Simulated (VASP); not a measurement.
# TaSi2 in VASP: notebook

The runs below take TaSi2 through single point, with PBE.

All numbers are computed with VASP 6.6.1; they aren't measurements. Logs are shortened: lines on timing, memory, paths and dates and some standing lists are left out, and cuts for length are marked.

**1. The cell of the first run**

The cell holds an amorphous packing of atoms, 24 atoms: a = 7.240 Å, b = 7.515 Å, c = 7.399 Å, α = 89.60°, β = 91.79°, γ = 91.23°.

**2. Single point, PBE**

File INCAR:

```
PREC = Accurate
ENCUT = 520
EDIFF = 1E-6
ISMEAR = -1
SIGMA = 0.1999
LREAL = Auto
LASPH = T
NELM = 60
ALGO = Normal
ISIF = 2
LWAVE = F
LCHARG = T
GGA = PE
LELF = T
LVHAR = T
ISYM = 0
NBANDS = 94
```

File KPOINTS:

```
Automatic mesh
0
Gamma
  1 1 1
  0.25 0.25 0.25
```

File POSCAR:

```
TaSi2
1.0
    7.2389490000     -0.0789630000     -0.1139910000
   -0.0789630000      7.5148510000      0.0255970000
   -0.1139910000      0.0255970000      7.3977730000
Si Ta
16 8
Direct
    0.4049871423      0.7941668462      0.5522319488
    0.5485658267      0.7119074057      0.2846163127
    0.5217343051      0.7282800574      0.9588462948
    0.0921514156      0.0364882794      0.5624318888
    0.6447963968      0.3535531087      0.8703021960
    0.9103276007      0.8416833770      0.3152725265
    0.1050649656      1.0024495304      0.0809231048
    0.2333154698      0.2907100807      0.3698225882
    0.1400238781      0.6183111758      0.5709398694
    0.5612139089      0.4391959991      0.1461749684
    0.5011557143      0.1003115772      0.3711060836
    0.1140089244      0.8689358250      0.8390136925
    0.3036887227      0.4404810026      0.7648189244
    0.7168880657      1.0843442330      0.6145754713
    0.1577171827      0.2933190002     -0.0127264985
    0.9097401892      0.4936823215      0.3848391141
    0.8423064798      0.2440866043      0.1943034036
    0.7595168771      0.7598583626      0.6640370006
    0.5218875909      0.4356935286      0.5264624964
    0.9434670218      0.3322260407      0.6699922746
    0.4610908213      0.0760538063      0.0283663008
    0.8502159724      0.6079165505      1.0152481198
    0.7818977906     -0.0382887178      0.9585109448
    0.1811168241      0.6341138011      0.1557133852
```

Potentials or basis: VASP PAW PBE potentials, release 64 (Si, Ta_pv).

The run is started by

```sh
> cat potpaw_PBE.64/Si/POTCAR potpaw_PBE.64/Ta_pv/POTCAR > POTCAR
> mpirun -np 1 vasp_std > vasp.out
```

OUTCAR:

```text
PREC = Accurate
   ENCUT = 520
   EDIFF = 1E-6
   ISMEAR = -1
   LREAL = Auto
   LASPH = T
   NELM = 60
   ISIF = 2
   GGA = PE
   ISYM = 0

 ion  position               nearest neighbor table
   1  0.405  0.794  0.552-   9 2.31   2 2.36  18 2.69  11 2.74  19 2.85   4 2.94  12 3.10  14 3.13
                             3 3.14
   2  0.549  0.712  0.285-  10 2.30   1 2.36   3 2.41  19 2.74   6 2.78  24 2.85  11 3.02  22 3.12
                            18 3.17
   3  0.522  0.728  0.959-   2 2.41  23 2.55  22 2.58  10 2.59  21 2.71  18 2.83  24 2.97  13 3.00
                             5 3.05   1 3.14
   4  0.092  0.036  0.562-  12 2.40   8 2.59  20 2.63   6 2.65  14 2.79   1 2.94  18 3.25
   5  0.645  0.354  0.870-  10 2.25  22 2.61  13 2.66  20 2.67  21 2.73  19 2.74  14 2.85  17 2.88
                             3 3.05  23 3.18
   6  0.910  0.842  0.315-   7 2.55   4 2.65  16 2.66   2 2.78  24 2.82  22 2.86  18 2.89  23 2.91
                             9 3.01  17 3.19
   7  0.105  0.002  0.081-  12 2.06  15 2.32  23 2.50   6 2.55  21 2.66  17 2.81  24 2.88
   8  0.233  0.291  0.370-  11 2.43  19 2.58   4 2.59  16 2.83  15 2.87   9 2.99  24 3.04  17 3.09
                            10 3.12  20 3.12
   9  0.140  0.618  0.571-  13 2.28   1 2.31  16 2.32  20 2.66  12 2.76   8 2.99   6 3.01  18 3.07
                            24 3.10  19 3.14
  10  0.561  0.439  0.146-   5 2.25   2 2.30  17 2.55   3 2.59  22 2.63  19 2.84  21 2.94  16 3.06
                            11 3.06   8 3.12  24 3.15
  11  0.501  0.100  0.371-  14 2.35   8 2.43  21 2.55   1 2.74  19 2.78  17 3.01   2 3.02  10 3.06

  12  0.114  0.869  0.839-   7 2.06   4 2.40  23 2.70   9 2.76  18 2.94  24 2.96  22 3.03   1 3.10
                            21 3.22
  13  0.304  0.440  0.765-  15 2.25   9 2.28  19 2.41   5 2.66  20 2.79   3 3.00
  14  0.717  0.084  0.615-  11 2.35  20 2.48  18 2.49  23 2.73   4 2.79   5 2.85  19 3.08   1 3.13

  15  0.158  0.293  0.987-  13 2.25   7 2.32  21 2.77  20 2.79  17 2.81  24 2.86   8 2.87  22 3.29

  16  0.910  0.494  0.385-   9 2.32  17 2.39  20 2.43   6 2.66  24 2.82   8 2.83  22 2.88  19 3.05
                            10 3.06  18 3.12
  17  0.842  0.244  0.194-  16 2.39  10 2.55  23 2.78  15 2.81   7 2.81   5 2.88  11 3.01  22 3.03
                             8 3.09   6 3.19  21 3.22
  18  0.760  0.760  0.664-  14 2.49  23 2.66   1 2.69   3 2.83   6 2.89  22 2.89  12 2.94   9 3.07
                            19 3.11  16 3.12   2 3.17   4 3.25  20 3.50
  19  0.522  0.436  0.526-  13 2.41   8 2.58   2 2.74   5 2.74  11 2.78  10 2.84   1 2.85  16 3.05
                            14 3.08  18 3.11   9 3.14  20 3.31
  20  0.943  0.332  0.670-  16 2.43  14 2.48   4 2.63   9 2.66   5 2.67  13 2.79  15 2.79   8 3.12
                            19 3.31  22 3.39  18 3.50
  21  0.461  0.076  0.028-  11 2.55  23 2.56   7 2.66   3 2.71   5 2.73  15 2.77  10 2.94  12 3.22
                            17 3.22
  22  0.850  0.608  0.015-   3 2.58  24 2.59   5 2.61  10 2.63  23 2.74   6 2.86  16 2.88  18 2.89
                            12 3.03  17 3.03   2 3.12  15 3.29  20 3.39
  23  0.782  0.962  0.959-   7 2.50   3 2.55  21 2.56  18 2.66  12 2.70  14 2.73  22 2.74  17 2.78
                             6 2.91   5 3.18
  24  0.181  0.634  0.156-  22 2.59  16 2.82   6 2.82   2 2.85  15 2.86   7 2.88  12 2.96   3 2.97
                             8 3.04   9 3.10  10 3.15

IMPORTANT INFORMATION: All symmetrisations will be switched off!
NOSYMM: (Re-)initialisation of all symmetry stuff for point group C_1.

----------------------------------------------------------------------------------------

                                     Primitive cell

  volume of cell :     402.2880

  direct lattice vectors                    reciprocal lattice vectors
     7.238949000 -0.078963000 -0.113991000     0.138190813  0.001444817  0.002124359
    -0.078963000  7.514851000  0.025597000     0.001444817  0.133086512 -0.000438229
    -0.113991000  0.025597000  7.397773000     0.002124359 -0.000438229  0.135210066

  length of vectors
     7.240277048  7.515309436  7.398695460     0.138214692  0.133095075  0.135227463

  position of ions in fractional coordinates (direct lattice)
     0.404987142  0.794166846  0.552231949
     0.548565827  0.711907406  0.284616313
     0.521734305  0.728280057  0.958846295
     0.092151416  0.036488279  0.562431889
     0.644796397  0.353553109  0.870302196
     0.910327601  0.841683377  0.315272527
[... 16 lines left out ...]
     0.781897791  0.961711282  0.958510945
     0.181116824  0.634113801  0.155713385

  ion indices of the primitive-cell ions
   primitive index   ion index
                 1           1
                 2           2
                 3           3
                 4           4
                 5           5
                 6           6
[... 16 lines left out ...]
                23          23
                24          24

----------------------------------------------------------------------------------------

 KPOINTS: Automatic mesh

Automatic generation of k-mesh.
 Grid dimensions read from file:
 generate k-points for:    1    1    1

 Generating k-lattice:

  Cartesian coordinates                     Fractional coordinates (reciprocal lattice)
     0.138190813  0.001444817  0.002124359     1.000000000 -0.000000000  0.000000000
     0.001444817  0.133086512 -0.000438229    -0.000000000  1.000000000 -0.000000000
     0.002124359 -0.000438229  0.135210066     0.000000000 -0.000000000  1.000000000

  Length of vectors
     0.138214692  0.133095075  0.135227463

  Shift w.r.t. Gamma in fractional coordinates (k-lattice)
     0.250000000  0.250000000  0.250000000

 Subroutine IBZKPT returns following result:
 ===========================================

 Found      1 irreducible k-points:

 Following reciprocal coordinates:
            Coordinates               Weight
  0.250000  0.250000  0.250000      2.000000
   k-points           NKPTS =      1   k-points in BZ     NKDIM =      1   number of bands    NBANDS=     94
   number of dos      NEDOS =    301   number of ions     NIONS =     24
   total plane-waves  NPLWV = 169344
   dimension x,y,z NGX =    54 NGY =   56 NGZ =   56
   dimension x,y,z NGXF=   108 NGYF=  112 NGZF=  112
   ions per type =              16   8
   NGX,Y,Z   is equivalent  to a cutoff of  12.40, 12.39, 12.58 a.u.
   NGXF,Y,Z  is equivalent  to a cutoff of  24.80, 24.78, 25.17 a.u.
 SYSTEM =  unknown system
   PREC   = accura    normal or accurate (medium, high low for compatibility)
   ISTART =      0    job   : 0-new  1-cont  2-samecut
   ICHARG =      2    charge: 1-file 2-atom 10-const
   ISPIN  =      1    spin polarized calculation?
   LNONCOLLINEAR =      F non collinear calculations
   LSORBIT =      F    spin-orbit coupling
   LASPH  =      T    aspherical Exc in radial PAW
   ENCUT  =  520.0 eV  38.22 Ry    6.18 a.u.  13.46 13.97 13.76*2*pi/ulx,y,z
   NELM   =     60;   NELMIN=  2; NELMDL= -5     # of ELM steps
   EDIFF  = 0.1E-05   stopping-criterion for ELM
   LREAL  =      T    real-space projection
   EDIFFG = 0.1E-04   stopping-criterion for IOM
   NSW    =      0    number of steps for IOM
   IBRION =     -1    ionic relax: 0-MD 1-quasi-New 2-CG
   NFREE  =      0    steps in history (QN), initial steepest desc. (CG)
   ISIF   =      2    stress and relaxation
   ISYM   =      0    0-nonsym 1-usesym 2-fastsym
   POTIM  = 0.5000    time-step for ionic-motion
   TEBEG  =    0.0;   TEEND  =   0.0 temperature during run
   PSTRESS=    0.0 pullay stress
   NELECT =     152.0000    total number of electrons
   NUPDOWN=      -1.0000    fix difference up-down
   EMIN   =  10.00;   EMAX   =-10.00  energy-range for DOS
   EFERMI =   0.00;   METHOD = LEGACY
   ISMEAR =    -1;   SIGMA  =   0.20  broadening in eV -4-tet -1-fermi 0-gaus
   EFERMI_NEDOS =   21; number of points for ismear=-14 and -15
   IALGO  =     38    algorithm
   IMIX   =      4    mixing-type and parameters
     AMIX     =   0.40;   BMIX     =  1.00
     AMIX_MAG =   1.60;   BMIX_MAG =  1.00
  volume/ion in A,a.u.               =      16.76       113.12
  Fermi-wavevector in a.u.,A,eV,Ry     =   1.183524  2.236536 19.058070  1.400729
  Thomas-Fermi vector in A             =   2.319756
   LORBIT       =      0    0 simple, 1 ext, 2 COOP (PROOUT), +10 PAW based schemes
   GGA     = PE    functional components
   LHFCALC =     F    Hartree Fock is set to
   AEXX    =    0.0000 exact exchange contribution
   IVDW    =     0    specifies the selected vdW correction
   LEPSILON=     F    determine dielectric tensor
   LRPA    =     F    only Hartree local field effects (RPA)
 non-spin polarized calculation
  energy-cutoff  :      520.00
  volume of cell :      402.29
 maximum number of plane-waves:     10841
 NGX is ok and might be reduce to    54
   NGX = 27   NGY = 27   NGZ = 27

 number of electron     152.0000000 magnetization

 Free energy of the ion-electron system (eV)
  ---------------------------------------------------
  ext. energy  EPLUGINS =         0.00000000
  ---------------------------------------------------
  free energy    TOTEN  =      -173.09044072 eV

  energy without entropy =     -171.23068044  energy(sigma->0) =     -172.16056058

 E-fermi :   7.6710     XC(G=0): -11.2930

 val. band max:        7.5861417372   @ k =   0.2500   0.2500   0.2500
 cond. band min:       7.7128938573   @ k =   0.2500   0.2500   0.2500
 fundamental gap:      0.1267521201
 Fermi energy:         7.6709969727

 k-point     1 :       0.2500    0.2500    0.2500
  band No.  band energies     occupation
      1     -27.3585      2.00000
      2     -27.3232      2.00000
      3     -27.2154      2.00000
      4     -27.1939      2.00000
      5     -27.1835      2.00000
      6     -27.1566      2.00000
[... 80 lines left out ...]
     87       9.1161      0.00145
     88       9.1650      0.00113
 [bands above 88 left out]

------------------------ aborting loop because EDIFF is reached ----------------------------------------

  FORCE on cell =-STRESS in cart. coord.  units (eV):
  Direction    XX          YY          ZZ          XY          YZ          ZX
  --------------------------------------------------------------------------------------
  -------------------------------------------------------------------------------------
  Total        6.8211653      8.3268988      5.4649580      1.4202883      6.1632047      1.2049975
  in kB       27.1663989     33.1632271     21.7650827      5.6565288     24.5459639      4.7990985
  external PRESSURE =      27.3649029 kB  Pullay stress =       0.0000000 kB

 VOLUME and BASIS-vectors are now :
 -----------------------------------------------------------------------------
  energy-cutoff  :      520.00
  volume of cell :      402.29
      direct lattice vectors                 reciprocal lattice vectors
     7.238949000 -0.078963000 -0.113991000     0.138190813  0.001444817  0.002124359
    -0.078963000  7.514851000  0.025597000     0.001444817  0.133086512 -0.000438229
    -0.113991000  0.025597000  7.397773000     0.002124359 -0.000438229  0.135210066

 POSITION                                       TOTAL-FORCE (eV/Angst)
 -----------------------------------------------------------------------------------
      2.80602      5.95020      4.05945         0.035533      0.595818      0.245836
      3.88238      5.31385      2.06122         0.843895      1.248740      0.464215
      3.61000      5.45626      7.05250        -1.614409      0.103186     -0.573612
      0.60009      0.28132      4.15117        -0.311980     -0.197536     -0.778601
      4.54052      2.62826      6.37385         0.542538     -1.766918     -1.800374
      6.48741      6.26131      2.25009        -0.030685      0.039494      0.087702
[... 16 lines left out ...]
      5.47492      7.18991      7.02633         0.869989      1.570083     -0.703277
      1.24327      4.75496      1.14752         2.534311     -0.334885      1.414715
 -----------------------------------------------------------------------------------
    total drift:                                0.006508      0.003500      0.000120

  FREE ENERGIE OF THE ION-ELECTRON SYSTEM (eV)
  ---------------------------------------------------
  free  energy   TOTEN  =      -173.0904407165 eV

  energy  without entropy=     -171.2306804438  energy(sigma->0) =     -172.16056058
```

Wall time 86 s (1 thread of Intel Xeon Platinum 8488C (Sapphire Rapids), shared host); peak memory 0.4 GiB.

What came out:

| Item | Value |
| --- | --- |
| Free energy | -173.0904 eV |
| Pressure | 2.7 GPa |
| Largest force | 4.936 eV/Å |
| Band gap on the k mesh | 0.13 eV |

Forces in eV/Å, atoms in the order of the input:
```
Si   0.036  0.596  0.246
Si   0.844  1.249  0.464
Si  -1.614  0.103 -0.574
Si  -0.312 -0.198 -0.779
Si   0.543 -1.767 -1.800
Si  -0.031  0.039  0.088
Si   0.875  1.151  4.719
Si  -1.248  0.033 -0.334
Si  -0.531  0.841 -0.286
Si  -1.226 -0.687  1.376
Si  -0.038 -0.186 -0.234
Si  -0.185 -3.224 -3.151
Si  -0.320 -0.066  1.250
Si  -0.046  0.664 -0.274
Si  -0.732  1.338  0.801
Si  -0.833  2.361 -0.120
Ta   1.195 -1.642 -0.332
Ta  -0.108 -2.233 -2.855
Ta   1.800 -0.489 -1.378
Ta   0.053  1.146  1.621
Ta  -2.058  0.293  0.810
Ta   0.533 -0.558  0.029
Ta   0.870  1.570 -0.703
Ta   2.534 -0.335  1.415
```

Caveat: the k points lie up to 0.87 Å⁻¹ apart; spin-orbit coupling is left out, which moves the levels of the heavy elements.

[end of part 1 of 2]
